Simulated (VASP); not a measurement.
# Be16H (a cell with a defect) in VASP: further runs

Be16H (a cell with a defect) is run at these levels: PBE; tasks: relaxation of the atoms, single point.

Program: VASP 6.6.1. These are calculated values, not measurements. Logs are shortened: lines on timing, memory, paths and dates and some standing lists are left out, and cuts for length are marked.

**1. The cell of the first run**

The cell holds a defect, 17 atoms: a = 4.580 Å, b = 3.966 Å, c = 7.177 Å, α = 90.00°, β = 90.00°, γ = 90.00°.

**2. Relaxation of the atoms, PBE**

File INCAR:

```
ALGO = Normal
EDIFF = 1E-6
EDIFFG = -0.03
ENCUT = 520
GGA = PE
IBRION = 2
ISIF = 2
ISMEAR = 0
KPAR = 4
LASPH = True
LCHARG = False
LREAL = Auto
LWAVE = False
NELM = 100
NSW = 80
PREC = Accurate
SIGMA = 0.05
```

File KPOINTS:

```
k-points
0
Gamma
  5 6 4
```

File POSCAR:

```
Be16H
1.0
   -2.2900000000     -3.9663960000      0.0000000000
    3.4350000000     -1.9831980000      0.0000000000
    0.0000000000      0.0000000000      7.1768600000
Be H
16 1
Direct
    0.7500000700      0.5000000400      0.0000000000
    0.5000000400      0.3333333600      0.2500000000
    0.7500000700      0.5000000400      0.5000000000
    0.5000000400      0.3333333600      0.7500000000
    0.5000000300      0.0000000200      0.0000000000
    0.2500000400      0.8333333600      0.2500000000
    0.5000000300      0.0000000200      0.5000000000
    0.2500000400      0.8333333600      0.7500000000
    0.2500000300      0.5000000200      0.0000000000
    0.0000000100      0.3333333400      0.2500000000
    0.2500000300      0.5000000200      0.5000000000
    0.0000000100      0.3333333400      0.7500000000
    0.0000000000      0.0000000000      0.0000000000
    0.7500000800      0.8333333800      0.2500000000
    0.0000000000      0.0000000000      0.5000000000
    0.7500000800      0.8333333800      0.7500000000
    0.7487219400      0.1567769100      0.1216215100
```

Potentials or basis: VASP PAW PBE potentials, release 64 (Be, H).

Started as:

```
$ cat potpaw_PBE.64/Be/POTCAR potpaw_PBE.64/H/POTCAR > POTCAR
$ mpirun -np 4 vasp_std > vasp.out
```

OUTCAR:

```text
EDIFF = 1E-6
   EDIFFG = -0.03
   ENCUT = 520
   GGA = PE
   IBRION = 2
   ISIF = 2
   ISMEAR = 0
   LASPH = True
   LREAL = Auto
   NELM = 100
   NSW = 80
   PREC = Accurate

 ion  position               nearest neighbor table
   1  0.750  0.500  0.000-  17 1.62  12 2.23  10 2.23  16 2.23  14 2.23   4 2.23   2 2.23  13 2.29
                             9 2.29  13 2.29   5 2.29   5 2.29   9 2.29
   2  0.500  0.333  0.250-  17 1.62   7 2.23   5 2.23  11 2.23   9 2.23   3 2.23   1 2.23  10 2.29
                             6 2.29  10 2.29   6 2.29  14 2.29  14 2.29
   3  0.750  0.500  0.500-  10 2.23  12 2.23  14 2.23  16 2.23   2 2.23   4 2.23  15 2.29  11 2.29
                            15 2.29   7 2.29   7 2.29  11 2.29
   4  0.500  0.333  0.750-   5 2.23   7 2.23   9 2.23  11 2.23   1 2.23   3 2.23  12 2.29   8 2.29
                            12 2.29   8 2.29  16 2.29  16 2.29
   5  0.500  0.000  0.000-  17 1.56   8 2.23   6 2.23   4 2.23   2 2.23  16 2.23  14 2.23  13 2.29
                             9 2.29  13 2.29   9 2.29   1 2.29   1 2.29
   6  0.250  0.833  0.250-   5 2.23   7 2.23   9 2.23  11 2.23  13 2.23  15 2.23  14 2.29   2 2.29
                            10 2.29   2 2.29  10 2.29  14 2.29
   7  0.500  0.000  0.500-   6 2.23   8 2.23   2 2.23   4 2.23  14 2.23  16 2.23  15 2.29  11 2.29
                            15 2.29  11 2.29   3 2.29   3 2.29
   8  0.250  0.833  0.750-   5 2.23   7 2.23   9 2.23  11 2.23  13 2.23  15 2.23  16 2.29   4 2.29
                            12 2.29   4 2.29  12 2.29  16 2.29
   9  0.250  0.500  0.000-  10 2.23  12 2.23   6 2.23   8 2.23   2 2.23   4 2.23   1 2.29   5 2.29
                            13 2.29   5 2.29  13 2.29   1 2.29
  10  0.000  0.333  0.250-  17 1.63   3 2.23   1 2.23  11 2.23   9 2.23  15 2.23  13 2.23  14 2.29
                             2 2.29  14 2.29   6 2.29   2 2.29   6 2.29
  11  0.250  0.500  0.500-  10 2.23  12 2.23   6 2.23   8 2.23   2 2.23   4 2.23   3 2.29   7 2.29
                            15 2.29   7 2.29  15 2.29   3 2.29
  12  0.000  0.333  0.750-   1 2.23   3 2.23   9 2.23  11 2.23  13 2.23  15 2.23  16 2.29   4 2.29
                            16 2.29   8 2.29   4 2.29   8 2.29
  13  0.000  0.000  0.000-  17 1.57  16 2.23  14 2.23  12 2.23  10 2.23   8 2.23   6 2.23   1 2.29
                             5 2.29   1 2.29   9 2.29   5 2.29   9 2.29
  14  0.750  0.833  0.250-  17 1.58  15 2.23  13 2.23   3 2.23   1 2.23   7 2.23   5 2.23  10 2.29
                             6 2.29  10 2.29   2 2.29   2 2.29   6 2.29
  15  0.000  0.000  0.500-  14 2.23  16 2.23  10 2.23  12 2.23   6 2.23   8 2.23   3 2.29   7 2.29
                             3 2.29   7 2.29  11 2.29  11 2.29
  16  0.750  0.833  0.750-  13 2.23  15 2.23   1 2.23   3 2.23   5 2.23   7 2.23  12 2.29   8 2.29
                            12 2.29   4 2.29   4 2.29   8 2.29
  17  0.749  0.157  0.122-   5 1.56  13 1.57  14 1.58   1 1.62   2 1.62  10 1.63

  LATTYP: Found a simple orthorhombic cell.
 ALAT       =     3.9663962620
 B/A-ratio  =     1.1547004875
 C/A-ratio  =     1.8094157835

  Lattice vectors:

 A1 = (  -3.4350000000,   1.9831980000,   0.0000000000)
 A2 = (  -2.2900000000,  -3.9663960000,   0.0000000000)
 A3 = (   0.0000000000,   0.0000000000,   7.1768600000)

Analysis of symmetry for initial positions (statically):
=====================================================================
 Subroutine PRICEL returns:
 Original cell was already a primitive cell.

 Routine SETGRP: Setting up the symmetry group for a
 simple orthorhombic supercell.

 Subroutine GETGRP returns: Found  1 space group operations
 (whereof  1 operations were pure point group operations)
 out of a pool of  8 trial point group operations.

The static configuration has the point symmetry C_1 .

Analysis of symmetry for dynamics (positions and initial velocities):
=====================================================================
 Subroutine PRICEL returns:
 Original cell was already a primitive cell.

 Routine SETGRP: Setting up the symmetry group for a
 simple orthorhombic supercell.

 Subroutine GETGRP returns: Found  1 space group operations
 (whereof  1 operations were pure point group operations)
 out of a pool of  8 trial point group operations.

The dynamic configuration has the point symmetry C_1 .

 Subroutine INISYM returns: Found  1 space group operations
 (whereof  1 operations are pure point group operations),
 and found     1 'primitive' translations

----------------------------------------------------------------------------------------

                                     Primitive cell

  volume of cell :     130.3755

  direct lattice vectors                    reciprocal lattice vectors
    -2.290000000 -3.966396000  0.000000000    -0.109170306 -0.189088533  0.000000000
     3.435000000 -1.983198000  0.000000000     0.218340611 -0.126059022  0.000000000
     0.000000000  0.000000000  7.176860000     0.000000000  0.000000000  0.139336702

  length of vectors
     4.579999697  3.966396262  7.176860000     0.218340626  0.252118027  0.139336702

  position of ions in fractional coordinates (direct lattice)
     0.750000070  0.500000040  0.000000000
     0.500000040  0.333333360  0.250000000
     0.750000070  0.500000040  0.500000000
     0.500000040  0.333333360  0.750000000
     0.500000030  0.000000020  0.000000000
     0.250000040  0.833333360  0.250000000
[... 9 lines left out ...]
     0.750000080  0.833333380  0.750000000
     0.748721940  0.156776910  0.121621510

  ion indices of the primitive-cell ions
   primitive index   ion index
                 1           1
                 2           2
                 3           3
                 4           4
                 5           5
                 6           6
[... 9 lines left out ...]
                16          16
                17          17

----------------------------------------------------------------------------------------

 KPOINTS: k-points

Automatic generation of k-mesh.
 Grid dimensions read from file:
 generate k-points for:    5    6    4

 Generating k-lattice:

  Cartesian coordinates                     Fractional coordinates (reciprocal lattice)
    -0.021834061 -0.037817707  0.000000000     0.200000000  0.000000000  0.000000000
     0.036390102 -0.021009837  0.000000000    -0.000000000  0.166666667  0.000000000
     0.000000000  0.000000000  0.034834175     0.000000000  0.000000000  0.250000000

  Length of vectors
     0.043668125  0.042019671  0.034834175

  Shift w.r.t. Gamma in fractional coordinates (k-lattice)
     0.000000000  0.000000000  0.000000000

 Subroutine IBZKPT returns following result:
 ===========================================

 Found     62 irreducible k-points:

 Following reciprocal coordinates:
            Coordinates               Weight
  0.000000  0.000000  0.000000      1.000000
  0.200000  0.000000  0.000000      2.000000
  0.400000  0.000000  0.000000      2.000000
  0.000000  0.166667  0.000000      2.000000
  0.200000  0.166667  0.000000      2.000000
 -0.200000  0.166667  0.000000      2.000000
[... 16 lines left out ...]
  0.000000  0.166667 -0.250000      2.000000
  0.200000  0.166667  0.250000      2.000000
 [... further k-points ...]
   k-points           NKPTS =     62   k-points in BZ     NKDIM =     62   number of bands    NBANDS=     25
   number of dos      NEDOS =    301   number of ions     NIONS =     17
   total plane-waves  NPLWV =  58320
   dimension x,y,z NGX =    36 NGY =   30 NGZ =   54
   dimension x,y,z NGXF=    72 NGYF=   60 NGZF=  108
   ions per type =              16   1
   NGX,Y,Z   is equivalent  to a cutoff of  13.07, 12.57, 12.51 a.u.
   NGXF,Y,Z  is equivalent  to a cutoff of  26.13, 25.15, 25.02 a.u.
 SYSTEM =  unknown system
   PREC   = accura    normal or accurate (medium, high low for compatibility)
   ISTART =      0    job   : 0-new  1-cont  2-samecut
   ICHARG =      2    charge: 1-file 2-atom 10-const
   ISPIN  =      1    spin polarized calculation?
   LNONCOLLINEAR =      F non collinear calculations
   LSORBIT =      F    spin-orbit coupling
   LASPH  =      T    aspherical Exc in radial PAW
   ENCUT  =  520.0 eV  38.22 Ry    6.18 a.u.   8.52  7.37 13.34*2*pi/ulx,y,z
   NELM   =    100;   NELMIN=  2; NELMDL= -5     # of ELM steps
   EDIFF  = 0.1E-05   stopping-criterion for ELM
   LREAL  =      T    real-space projection
   EDIFFG = -.3E-01   stopping-criterion for IOM
   NSW    =     80    number of steps for IOM
   IBRION =      2    ionic relax: 0-MD 1-quasi-New 2-CG
   NFREE  =      1    steps in history (QN), initial steepest desc. (CG)
   ISIF   =      2    stress and relaxation
   ISYM   =      2    0-nonsym 1-usesym 2-fastsym
   POTIM  = 0.5000    time-step for ionic-motion
   TEBEG  =    0.0;   TEEND  =   0.0 temperature during run
   PSTRESS=    0.0 pullay stress
   NELECT =      33.0000    total number of electrons
   NUPDOWN=      -1.0000    fix difference up-down
   EMIN   =  10.00;   EMAX   =-10.00  energy-range for DOS
   EFERMI =   0.00;   METHOD = LEGACY
   ISMEAR =     0;   SIGMA  =   0.05  broadening in eV -4-tet -1-fermi 0-gaus
   EFERMI_NEDOS =   21; number of points for ismear=-14 and -15
   IALGO  =     38    algorithm
   IMIX   =      4    mixing-type and parameters
     AMIX     =   0.40;   BMIX     =  1.00
     AMIX_MAG =   1.60;   BMIX_MAG =  1.00
  volume/ion in A,a.u.               =       7.67        51.75
  Fermi-wavevector in a.u.,A,eV,Ry     =   1.035573  1.956950 14.591049  1.072412
  Thomas-Fermi vector in A             =   2.169923
   LORBIT       =      0    0 simple, 1 ext, 2 COOP (PROOUT), +10 PAW based schemes
   GGA     = PE    functional components
   LHFCALC =     F    Hartree Fock is set to
   AEXX    =    0.0000 exact exchange contribution
   IVDW    =     0    specifies the selected vdW correction
   LEPSILON=     F    determine dielectric tensor
   LRPA    =     F    only Hartree local field effects (RPA)
 conjugate gradient relaxation of ions
 non-spin polarized calculation
 Gauss-broadening in eV      SIGMA  =   0.05
  energy-cutoff  :      520.00
  volume of cell :      130.38
 maximum number of plane-waves:      3532
 NGX is ok and might be reduce to    36
   NGX = 17   NGY = 15   NGZ = 27

--------------------------------------- Ionic step        1  -------------------------------------------

 number of electron      33.0000001 magnetization

 Free energy of the ion-electron system (eV)
  ---------------------------------------------------
  ext. energy  EPLUGINS =         0.00000000
  ---------------------------------------------------
  free energy    TOTEN  =       -61.70166107 eV

  energy without entropy =      -61.70056084  energy(sigma->0) =      -61.70111095

------------------------ aborting loop because EDIFF is reached ----------------------------------------

  FORCE on cell =-STRESS in cart. coord.  units (eV):
  Direction    XX          YY          ZZ          XY          YZ          ZX
  --------------------------------------------------------------------------------------
  -------------------------------------------------------------------------------------
  Total        0.6280799      0.6409594     -1.0985903      0.0037159      0.0192358     -0.0417767
  in kB        7.7184386      7.8767137    -13.5005140      0.0456650      0.2363880     -0.5133915
  external PRESSURE =       0.6982128 kB  Pullay stress =       0.0000000 kB
[... 291 lines left out ...]
  energy  without entropy=      -61.7808166197  energy(sigma->0) =      -61.78159644

--------------------------------------- Ionic step        7  -------------------------------------------

 number of electron      33.0000001 magnetization

 Free energy of the ion-electron system (eV)
  ---------------------------------------------------
  ext. energy  EPLUGINS =         0.00000000
  ---------------------------------------------------
  free energy    TOTEN  =       -61.78252155 eV

  energy without entropy =      -61.78092022  energy(sigma->0) =      -61.78172088

 E-fermi :   7.4178     XC(G=0): -10.5853

 val. band max:        7.3899233895   @ k =   0.4000   0.3333   0.0000
 cond. band min:       7.4305112021   @ k =   0.0000   0.0000   0.0000
 fundamental gap:      0.0405878126
 Fermi energy:         7.4178039531

 k-point     1 :       0.0000    0.0000    0.0000
  band No.  band energies     occupation
      1      -5.1990      2.00000
      2      -3.0262      2.00000
      3      -2.1760      2.00000
      4      -0.2023      2.00000
      5       0.9703      2.00000
      6       1.5462      2.00000
[... 661 lines left out ...]
     24      10.4535      0.00000
     25      10.8119      0.00000

 [... further k-points ...]

------------------------ aborting loop because EDIFF is reached ----------------------------------------

  FORCE on cell =-STRESS in cart. coord.  units (eV):
  Direction    XX          YY          ZZ          XY          YZ          ZX
  --------------------------------------------------------------------------------------
  -------------------------------------------------------------------------------------
  Total        0.4462413      0.4487815     -1.3091575      0.0008483      0.0165606     -0.0293640
  in kB        5.4838340      5.5150507    -16.0881635      0.0104244      0.2035117     -0.3608520
  external PRESSURE =      -1.6964263 kB  Pullay stress =       0.0000000 kB
[... 32 lines left out ...]
  FREE ENERGIE OF THE ION-ELECTRON SYSTEM (eV)
  ---------------------------------------------------
  free  energy   TOTEN  =       -61.7825215532 eV

  energy  without entropy=      -61.7809202166  energy(sigma->0) =      -61.78172088

 reached required accuracy - stopping structural energy minimisation
```

Run time: 11 min. Hardware: 4 MPI ranks of Intel Xeon Platinum 8259CL at 2.50GHz (Skylake/Cascade Lake), shared host; peak memory 0.31 GiB.

What came out:

```
Free energy                  : -61.7825 eV
Energy gained by relaxing    : 4.8 meV/atom
Ionic steps                  : 7
Pressure after relaxing      : -0.2 GPa
Largest force after relaxing : 0.028 eV/Å
Band gap on the k mesh       : zero (an odd number of electrons rules out a gap without spin polarisation)
```

Forces on the atoms (eV/Å):
```
Be   0.011 -0.005  0.007
Be  -0.003  0.005 -0.004
Be   0.006 -0.003  0.003
Be   0.005  0.000 -0.005
Be   0.001  0.003  0.002
Be   0.003 -0.002 -0.015
Be  -0.006  0.008  0.004
Be   0.001 -0.001  0.000
Be  -0.005  0.003  0.011
Be  -0.005  0.000 -0.004
Be  -0.005  0.003 -0.002
Be   0.003 -0.004 -0.005
Be  -0.003 -0.001  0.002
Be  -0.004  0.003 -0.007
Be  -0.010  0.003  0.004
Be  -0.007  0.004 -0.006
H    0.018 -0.015  0.015
```

Step by step:
```
step  energy change (eV)  largest force (eV/Å)  pressure (GPa)
   1              0.0000                0.6051            0.07
   2             -0.0658                0.2023           -0.12
   3             -0.0756                0.1690           -0.17
   4             -0.0793                0.0676           -0.17
   5             -0.0803                0.0401           -0.17
   6             -0.0807                0.0339           -0.17
   7             -0.0809                0.0279           -0.17
```

Final structure:
```cif
data_structure
_symmetry_space_group_name_H-M 'P 1'
_symmetry_Int_Tables_number 1
_cell_length_a 4.5800
_cell_length_b 3.9664
_cell_length_c 7.1769
_cell_angle_alpha 90.000
_cell_angle_beta 90.000
_cell_angle_gamma 90.000
_cell_volume 130.38
loop_
_atom_site_label
_atom_site_type_symbol
_atom_site_fract_x
_atom_site_fract_y
_atom_site_fract_z
_atom_site_occupancy
Be1 Be 0.75000 0.50753 0.99665 1
Be2 Be 0.49255 0.33834 0.25311 1
Be3 Be 0.74998 0.49550 0.50189 1
Be4 Be 0.49875 0.33394 0.75062 1
Be5 Be 0.49258 0.99540 0.99661 1
Be6 Be 0.24989 0.83091 0.25047 1
Be7 Be 0.49876 0.99911 0.49907 1
Be8 Be 0.24994 0.83138 0.74684 1
Be9 Be 0.24989 0.50190 0.99973 1
Be10 Be 0.00736 0.33822 0.25311 1
Be11 Be 0.24995 0.50188 0.50290 1
Be12 Be 0.00118 0.33393 0.75063 1
Be13 Be 0.00729 0.99555 0.99664 1
Be14 Be 0.75000 0.82301 0.25297 1
Be15 Be 0.00116 0.99912 0.49907 1
Be16 Be 0.74997 0.83680 0.74781 1
H1 H 0.74946 0.16093 0.12349 1
```

Levels at points of the mesh, in eV from the Fermi level:
| k point | band 12 | band 13 | band 14 | band 15 | band 16 | band 17 | band 18 | band 19 | band 20 | band 21 |
| --- | --- | --- | --- | --- | --- | --- | --- | --- | --- | --- |
| (0.00, 0.00, 0.00) | -4.24 | -4.15 | -3.70 | -0.08 | 0.01 | 0.30 | 0.40 | 0.76 | 1.02 | 1.04 |
| (0.00, 0.50, 0.00) | -4.08 | -3.73 | -3.71 | -2.85 | -2.64 | 0.19 | 0.48 | 0.66 | 0.73 | 0.87 |
| (0.00, 0.00, 0.50) | -3.62 | -2.43 | -2.24 | -2.09 | -2.01 | 0.41 | 1.34 | 1.53 | 1.69 | 1.74 |
| (0.00, 0.50, 0.50) | -4.99 | -3.88 | -3.87 | -3.66 | -3.60 | 0.80 | 1.50 | 1.55 | 1.90 | 2.10 |

**3. Single point, PBE**

File INCAR:

```
SYSTEM = Be16H
PREC = Accurate
ENCUT = 520
EDIFF = 1E-7
ISMEAR = 0
SIGMA = 0.05
LREAL = Auto
LASPH = .True.
NELM = 80
ALGO = Normal
ISIF = 2
LWAVE = .False.
LCHARG = .False.
GGA = PE
NBANDS = 30
```

File KPOINTS:

```
regular mesh
0
Gamma
  5 6 4
  0 0 0
```

File POSCAR:

```
Be16H
1.0
   -2.2900000000     -3.9663960000      0.0000000000
    3.4350000000     -1.9831980000      0.0000000000
    0.0000000000      0.0000000000      7.1768600000
Be H
16 1
Direct
    0.7500464616      0.5077494606     -0.0032391603
    0.4924020103      0.3386150229      0.2531366085
    0.7499723046      0.4956080284      0.5018910777
    0.4988301990      0.3341173670      0.7505928777
    0.4928387997     -0.0038719501     -0.0031903925
    0.2498770128      0.8307858397      0.2504207968
    0.4987358943     -0.0010337124      0.4991072698
    0.2499407344      0.8313834881      0.7469373793
    0.2498842656      0.5019065410     -0.0000385963
    0.0076315979      0.3385022880      0.2531565336
    0.2499516223      0.5020390728      0.5028844091
    0.0010788853      0.3341157634      0.7506157289
    0.0071562831     -0.0037301635     -0.0031839830
    0.7500374470      0.8227935236      0.2527722430
    0.0011643282     -0.0010362994      0.4990916640
    0.7499695831      0.8364947148      0.7476562173
    0.7492054359      0.1590050796      0.1230110383
```

Potentials or basis: VASP PAW PBE potentials, release 64 (Be, H).

Started as:

```
$ cat potpaw_PBE.64/Be/POTCAR potpaw_PBE.64/H/POTCAR > POTCAR
$ mpirun -np 1 vasp_std > vasp.out
```

Run time: 7.5 min. Hardware: 1 thread of Oxide Virtual Turin-like, shared host; peak memory 0.28 GiB.

Results (log left out):

* Free energy: -61.7822 eV
* Pressure: -0.2 GPa
* Largest force: 0.042 eV/Å
* Band gap on the k mesh: zero (an odd number of electrons rules out a gap without spin polarisation)

Forces in eV/Å, atoms in the order of the input:
```
Be   0.001  0.000  0.000
Be  -0.007 -0.001  0.000
Be  -0.001  0.001 -0.002
Be   0.003  0.004  0.000
Be  -0.004  0.018 -0.013
Be   0.009 -0.006 -0.004
Be   0.000  0.004 -0.001
Be   0.006 -0.004  0.001
Be  -0.003  0.001  0.001
Be  -0.002  0.010 -0.002
Be  -0.007  0.004  0.001
Be  -0.002 -0.004 -0.001
Be  -0.015 -0.002 -0.011
Be  -0.004  0.003  0.006
Be  -0.003 -0.002 -0.001
Be   0.002 -0.001  0.005
H    0.027 -0.024  0.022
```

Stress tensor (GPa, compression positive):
```
 0.54  0.00 -0.02
 0.00  0.55  0.01
-0.02  0.01 -1.59
```

Levels at points of the mesh, in eV from the Fermi level:
```tsv
k point	band 13	band 14	band 15	band 16	band 17	band 18	band 19	band 20
(0.00, 0.00, 0.00)	-4.15	-3.70	-0.10	0.03	0.30	0.40	0.76	1.02
(0.00, 0.50, 0.00)	-3.73	-3.72	-2.85	-2.64	0.19	0.48	0.66	0.73
(0.00, 0.00, 0.50)	-2.44	-2.24	-2.09	-2.01	0.41	1.34	1.53	1.69
(0.00, 0.50, 0.50)	-3.88	-3.87	-3.66	-3.60	0.80	1.50	1.55	1.90
```

The gap in the log of VASP goes by the Fermi energy; the results here count the filled bands.